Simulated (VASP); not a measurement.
# Sn (a cell with a defect) in VASP: single point with LDA

Aim: the single point of Sn (a cell with a defect) with LDA.

Everything below comes from runs of VASP 6.6.1. Logs are shortened: lines on timing, memory, paths and dates and some standing lists are left out, and cuts for length are marked.

## Step 1: The cell of the first run

The cell holds a defect, 15 atoms: a = 9.156 Å, b = 9.156 Å, c = 9.156 Å, α = 60.00°, β = 60.00°, γ = 60.00°.

## Step 2: Single point, LDA

INCAR reads:

```
PREC = Accurate
ENCUT = 400
EDIFF = 1E-6
ISMEAR = -1
SIGMA = 0.1
LREAL = F
LASPH = T
NELM = 120
ALGO = Normal
ISIF = 2
LWAVE = F
LCHARG = F
NBANDS = 118
GGA_COMPAT = F
```

KPOINTS reads:

```
Automatic mesh
0
Gamma
  2 2 2
```

POSCAR reads:

```
Sn
1.0
    0.0000000000      6.4742849800      6.4742849800
    6.4742849800      0.0000000000      6.4742849800
    6.4742849800      6.4742849800      0.0000000000
Sn
15
Direct
    0.0076696500      0.0065798000     -0.0257227633
    0.1218401727      0.1207364215      0.1372392477
    0.0831715783      0.0821750204      0.5814389561
    0.0053691643      0.5003137041     -0.0003029678
    0.1235782025      0.6295001707      0.1288139930
    0.0076544360      0.4748612410      0.5059014254
    0.1218937693      0.6375922612      0.6201392142
    0.5014196178      0.0043060354     -0.0003397286
    0.6305845375      0.1224739106      0.1288417181
    0.4760195156      0.0065781782      0.5059230494
    0.6390242340      0.1207226748      0.6200778947
    0.5017738654      0.5006623913      0.0000168358
    0.6282539327      0.6271891047      0.1265066339
    0.5014526716      0.5003022743      0.5036210964
    0.6305656938      0.6295013291      0.6218224889
```

Potentials or basis: VASP PAW LDA potentials, release 64 (Sn_d).

Launch:

```
$ cat potpaw_LDA.64/Sn_d/POTCAR > POTCAR
$ mpirun -np 1 vasp_std > vasp.out
```

OUTCAR:

```text
PREC = Accurate
   ENCUT = 400
   EDIFF = 1E-6
   ISMEAR = -1
   LREAL = F
   LASPH = T
   NELM = 120
   ISIF = 2

 ion  position               nearest neighbor table
   1  0.008  0.007  0.974-   5 2.83   9 2.83   2 2.94   3 3.07
   2  0.122  0.121  0.137-   4 2.84   8 2.84   1 2.94   3 3.75
   3  0.083  0.082  0.581-   6 3.06   1 3.07  10 3.07  11 3.75   2 3.75   7 3.75
   4  0.005  0.500  1.000-   5 2.82  13 2.82   7 2.84   2 2.84
   5  0.124  0.630  0.129-   4 2.82  12 2.83   1 2.83   6 2.83
   6  0.008  0.475  0.506-   5 2.83  15 2.83   7 2.94   3 3.06
   7  0.122  0.638  0.620-   4 2.84  14 2.84   6 2.94   3 3.75
   8  0.501  0.004  1.000-   9 2.82  13 2.82   2 2.84  11 2.84
   9  0.631  0.122  0.129-   8 2.82  12 2.83  10 2.83   1 2.83
  10  0.476  0.007  0.506-  15 2.83   9 2.83  11 2.94   3 3.07
  11  0.639  0.121  0.620-  14 2.84   8 2.84  10 2.94   3 3.75
  12  0.502  0.501  0.000-   9 2.83  15 2.83   5 2.83  13 2.84
  13  0.628  0.627  0.127-  14 2.82   4 2.82   8 2.82  12 2.84
  14  0.501  0.500  0.504-  15 2.82  13 2.82   7 2.84  11 2.84
  15  0.631  0.630  0.622-  14 2.82  12 2.83  10 2.83   6 2.83

  LATTYP: Found a face centered cubic cell.
 ALAT       =    12.9485699600

  Lattice vectors:

 A1 = (   0.0000000000,   6.4742849800,   6.4742849800)
 A2 = (   6.4742849800,   0.0000000000,   6.4742849800)
 A3 = (   6.4742849800,   6.4742849800,   0.0000000000)

Analysis of symmetry for initial positions (statically):
=====================================================================
 Subroutine PRICEL returns:
 Original cell was already a primitive cell.

 Routine SETGRP: Setting up the symmetry group for a
 face centered cubic supercell.

 Subroutine GETGRP returns: Found  1 space group operations
 (whereof  1 operations were pure point group operations)
 out of a pool of 48 trial point group operations.

The static configuration has the point symmetry C_1 .

Analysis of symmetry for dynamics (positions and initial velocities):
=====================================================================
 Subroutine PRICEL returns:
 Original cell was already a primitive cell.

 Routine SETGRP: Setting up the symmetry group for a
 face centered cubic supercell.

 Subroutine GETGRP returns: Found  1 space group operations
 (whereof  1 operations were pure point group operations)
 out of a pool of 48 trial point group operations.

The dynamic configuration has the point symmetry C_1 .

 Subroutine INISYM returns: Found  1 space group operations
 (whereof  1 operations are pure point group operations),
 and found     1 'primitive' translations

----------------------------------------------------------------------------------------

                                     Primitive cell

  volume of cell :     542.7570

  direct lattice vectors                    reciprocal lattice vectors
     0.000000000  6.474284980  6.474284980    -0.077228605  0.077228605  0.077228605
     6.474284980  0.000000000  6.474284980     0.077228605 -0.077228605  0.077228605
     6.474284980  6.474284980  0.000000000     0.077228605  0.077228605 -0.077228605

  length of vectors
     9.156021625  9.156021625  9.156021625     0.133763868  0.133763868  0.133763868

  position of ions in fractional coordinates (direct lattice)
     0.007669650  0.006579800  0.974277237
     0.121840173  0.120736421  0.137239248
     0.083171578  0.082175020  0.581438956
     0.005369164  0.500313704  0.999697032
     0.123578202  0.629500171  0.128813993
     0.007654436  0.474861241  0.505901425
     0.121893769  0.637592261  0.620139214
     0.501419618  0.004306035  0.999660271
     0.630584537  0.122473911  0.128841718
     0.476019516  0.006578178  0.505923049
     0.639024234  0.120722675  0.620077895
     0.501773865  0.500662391  0.000016836
     0.628253933  0.627189105  0.126506634
     0.501452672  0.500302274  0.503621096
     0.630565694  0.629501329  0.621822489

  ion indices of the primitive-cell ions
   primitive index   ion index
                 1           1
                 2           2
                 3           3
                 4           4
                 5           5
                 6           6
                 7           7
                 8           8
                 9           9
                10          10
                11          11
                12          12
                13          13
                14          14
                15          15

----------------------------------------------------------------------------------------

 KPOINTS: Automatic mesh

Automatic generation of k-mesh.
 Grid dimensions read from file:
 generate k-points for:    2    2    2

 Generating k-lattice:

  Cartesian coordinates                     Fractional coordinates (reciprocal lattice)
    -0.038614303  0.038614303  0.038614303     0.500000000  0.000000000  0.000000000
     0.038614303 -0.038614303  0.038614303     0.000000000  0.500000000  0.000000000
     0.038614303  0.038614303 -0.038614303     0.000000000  0.000000000  0.500000000

  Length of vectors
     0.066881934  0.066881934  0.066881934

  Shift w.r.t. Gamma in fractional coordinates (k-lattice)
     0.000000000  0.000000000  0.000000000

 Subroutine IBZKPT returns following result:
 ===========================================

 Found      8 irreducible k-points:

 Following reciprocal coordinates:
            Coordinates               Weight
  0.000000  0.000000  0.000000      1.000000
  0.500000  0.000000  0.000000      1.000000
  0.000000  0.500000  0.000000      1.000000
  0.000000  0.000000  0.500000      1.000000
  0.500000  0.500000  0.500000      1.000000
  0.500000  0.500000  0.000000      1.000000
  0.000000  0.500000  0.500000      1.000000
  0.500000  0.000000  0.500000      1.000000
   k-points           NKPTS =      8   k-points in BZ     NKDIM =      8   number of bands    NBANDS=    118
   number of dos      NEDOS =    301   number of ions     NIONS =     15
   total plane-waves  NPLWV = 216000
   dimension x,y,z NGX =    60 NGY =   60 NGZ =   60
   dimension x,y,z NGXF=   120 NGYF=  120 NGZF=  120
   ions per type =              15
   NGX,Y,Z   is equivalent  to a cutoff of  10.89, 10.89, 10.89 a.u.
   NGXF,Y,Z  is equivalent  to a cutoff of  21.79, 21.79, 21.79 a.u.
 SYSTEM =  unknown system
   PREC   = accura    normal or accurate (medium, high low for compatibility)
   ISTART =      0    job   : 0-new  1-cont  2-samecut
   ICHARG =      2    charge: 1-file 2-atom 10-const
   ISPIN  =      1    spin polarized calculation?
   LNONCOLLINEAR =      F non collinear calculations
   LSORBIT =      F    spin-orbit coupling
   LASPH  =      T    aspherical Exc in radial PAW
   ENCUT  =  400.0 eV  29.40 Ry    5.42 a.u.  14.93 14.93 14.93*2*pi/ulx,y,z
   NELM   =    120;   NELMIN=  2; NELMDL= -5     # of ELM steps
   EDIFF  = 0.1E-05   stopping-criterion for ELM
   LREAL  =      F    real-space projection
   EDIFFG = 0.1E-04   stopping-criterion for IOM
   NSW    =      0    number of steps for IOM
   IBRION =     -1    ionic relax: 0-MD 1-quasi-New 2-CG
   NFREE  =      0    steps in history (QN), initial steepest desc. (CG)
   ISIF   =      2    stress and relaxation
   ISYM   =      2    0-nonsym 1-usesym 2-fastsym
   POTIM  = 0.5000    time-step for ionic-motion
   TEBEG  =    0.0;   TEEND  =   0.0 temperature during run
   PSTRESS=    0.0 pullay stress
   NELECT =     210.0000    total number of electrons
   NUPDOWN=      -1.0000    fix difference up-down
   EMIN   =  10.00;   EMAX   =-10.00  energy-range for DOS
   EFERMI =   0.00;   METHOD = LEGACY
   ISMEAR =    -1;   SIGMA  =   0.10  broadening in eV -4-tet -1-fermi 0-gaus
   EFERMI_NEDOS =   21; number of points for ismear=-14 and -15
   IALGO  =     38    algorithm
   IMIX   =      4    mixing-type and parameters
     AMIX     =   0.40;   BMIX     =  1.00
     AMIX_MAG =   1.60;   BMIX_MAG =  1.00
  volume/ion in A,a.u.               =      36.18       244.18
  Fermi-wavevector in a.u.,A,eV,Ry     =   1.192924  2.254300 19.362012  1.423068
  Thomas-Fermi vector in A             =   2.328951
   LORBIT       =      0    0 simple, 1 ext, 2 COOP (PROOUT), +10 PAW based schemes
   GGA     = CA    functional components
   LHFCALC =     F    Hartree Fock is set to
   AEXX    =    0.0000 exact exchange contribution
   IVDW    =     0    specifies the selected vdW correction
   LEPSILON=     F    determine dielectric tensor
   LRPA    =     F    only Hartree local field effects (RPA)
 non-spin polarized calculation
  energy-cutoff  :      400.00
  volume of cell :      542.76
 maximum number of plane-waves:      9864
 NGX is ok and might be reduce to    60
   NGX = 29   NGY = 29   NGZ = 29

 number of electron     210.0000009 magnetization

 Free energy of the ion-electron system (eV)
  ---------------------------------------------------
  ext. energy  EPLUGINS =         0.00000000
  ---------------------------------------------------
  free energy    TOTEN  =       -63.95790931 eV

  energy without entropy =      -63.71422521  energy(sigma->0) =      -63.83606726

 E-fermi :   4.6058     XC(G=0):  -8.9854

 val. band max:        4.5699942144   @ k =   0.0000   0.0000   0.0000
 cond. band min:       4.6749574102   @ k =   0.5000   0.0000   0.5000
 fundamental gap:      0.1049631958
 Fermi energy:         4.6057658776

 k-point     1 :       0.0000    0.0000    0.0000
  band No.  band energies     occupation
      1     -16.8704      2.00000
      2     -16.8527      2.00000
      3     -16.8526      2.00000
      4     -16.8398      2.00000
      5     -16.8397      2.00000
      6     -16.8247      2.00000
[... 109 lines left out ...]
    116       6.2852      0.00000
    117       6.3514      0.00000
[... 838 lines left out ...]
    116       7.9550      0.00000
    117       8.3724      0.00000
 [bands above 117 left out]

------------------------ aborting loop because EDIFF is reached ----------------------------------------

  FORCE on cell =-STRESS in cart. coord.  units (eV):
  Direction    XX          YY          ZZ          XY          YZ          ZX
  --------------------------------------------------------------------------------------
  -------------------------------------------------------------------------------------
  Total       -6.8958211     -6.9011362     -6.8962208     -1.4739770     -1.4738333     -1.4638972
  in kB      -20.3559389    -20.3716287    -20.3571188     -4.3510678     -4.3506436     -4.3213129
  external PRESSURE =     -20.3615622 kB  Pullay stress =       0.0000000 kB

 VOLUME and BASIS-vectors are now :
 -----------------------------------------------------------------------------
  energy-cutoff  :      400.00
  volume of cell :      542.76
      direct lattice vectors                 reciprocal lattice vectors
     0.000000000  6.474284980  6.474284980    -0.077228605  0.077228605  0.077228605
     6.474284980  0.000000000  6.474284980     0.077228605 -0.077228605  0.077228605
     6.474284980  6.474284980  0.000000000     0.077228605  0.077228605 -0.077228605

 POSITION                                       TOTAL-FORCE (eV/Angst)
 -----------------------------------------------------------------------------------
      6.35035      6.35740      0.09226        -0.034935     -0.035148     -0.018006
      1.67021      1.67735      1.57051        -0.092133     -0.092182     -0.001642
      4.29643      4.30288      1.07050         0.265122      0.266357      0.265128
      9.71150      6.50708      3.27393         0.011963     -0.005584     -0.006064
      4.90954      1.63406      4.87564         0.010313      0.004667      0.004700
      6.34974      3.32491      3.12394        -0.034935     -0.018975     -0.035110
      8.14291      4.80413      4.91713        -0.091435     -0.001495     -0.091495
      6.49996      9.71842      3.27421        -0.005995      0.011721     -0.005810
      1.62709      4.91674      4.87551         0.004454      0.010065      0.004829
      3.31808      6.35738      3.12448        -0.017876     -0.034985     -0.034976
      4.79615      8.15179      4.91882        -0.001579     -0.092310     -0.092351
      3.24154      3.24874      6.49006         0.003186      0.002826      0.002895
      4.87964      4.88653      8.12810        -0.014325     -0.014077     -0.013922
      6.49969      6.50713      6.48565        -0.006272     -0.005717      0.011678
      8.10143      8.10832      8.15803         0.004447      0.004838      0.010147
 -----------------------------------------------------------------------------------
    total drift:                                0.000837      0.000855      0.001124

  FREE ENERGIE OF THE ION-ELECTRON SYSTEM (eV)
  ---------------------------------------------------
  free  energy   TOTEN  =       -63.9579093126 eV

  energy  without entropy=      -63.7142252076  energy(sigma->0) =      -63.83606726
```

It took 4.5 min on 1 thread of Intel Xeon 6975P-C (Granite Rapids), shared host; peak memory 0.48 GiB.

Results:

- Free energy: -63.9579 eV
- Pressure: -2.0 GPa
- Largest force: 0.460 eV/Å

Forces on the atoms (eV/Å):
```
Sn  -0.035 -0.035 -0.018
Sn  -0.092 -0.092 -0.002
Sn   0.265  0.266  0.265
Sn   0.012 -0.006 -0.006
Sn   0.010  0.005  0.005
Sn  -0.035 -0.019 -0.035
Sn  -0.091 -0.001 -0.091
Sn  -0.006  0.012 -0.006
Sn   0.004  0.010  0.005
Sn  -0.018 -0.035 -0.035
Sn  -0.002 -0.092 -0.092
Sn   0.003  0.003  0.003
Sn  -0.014 -0.014 -0.014
Sn  -0.006 -0.006  0.012
Sn   0.004  0.005  0.010
```

Levels at points of the mesh, in eV from the Fermi level:
| k point | band 101 | band 102 | band 103 | band 104 | band 105 | band 106 | band 107 | band 108 | band 109 | band 110 |
| --- | --- | --- | --- | --- | --- | --- | --- | --- | --- | --- |
| (0.00, 0.00, 0.00) | -0.51 | -0.38 | -0.16 | -0.16 | -0.04 | 0.13 | 0.13 | 0.39 | 0.78 | 0.78 |
| (0.50, 0.00, 0.00) | -1.33 | -0.91 | -0.87 | -0.26 | -0.19 | 0.34 | 0.58 | 0.76 | 0.92 | 1.15 |
| (0.00, 0.50, 0.00) | -1.33 | -0.91 | -0.87 | -0.26 | -0.19 | 0.34 | 0.58 | 0.76 | 0.92 | 1.15 |
| (0.00, 0.00, 0.50) | -1.33 | -0.91 | -0.87 | -0.26 | -0.19 | 0.34 | 0.58 | 0.76 | 0.92 | 1.15 |
| (0.50, 0.50, 0.50) | -1.27 | -1.03 | -1.03 | -0.11 | -0.11 | 0.35 | 0.36 | 0.82 | 0.98 | 1.50 |
| (0.50, 0.50, 0.00) | -1.10 | -1.03 | -1.00 | -0.84 | -0.51 | 0.07 | 0.22 | 1.22 | 1.37 | 1.75 |
| (0.00, 0.50, 0.50) | -1.10 | -1.03 | -1.00 | -0.84 | -0.51 | 0.07 | 0.22 | 1.22 | 1.37 | 1.75 |
| (0.50, 0.00, 0.50) | -1.10 | -1.03 | -1.00 | -0.83 | -0.51 | 0.07 | 0.22 | 1.22 | 1.37 | 1.75 |

Caveat: the k points lie up to 0.42 Å⁻¹ apart; spin-orbit coupling is left out, which moves the levels of the heavy elements.
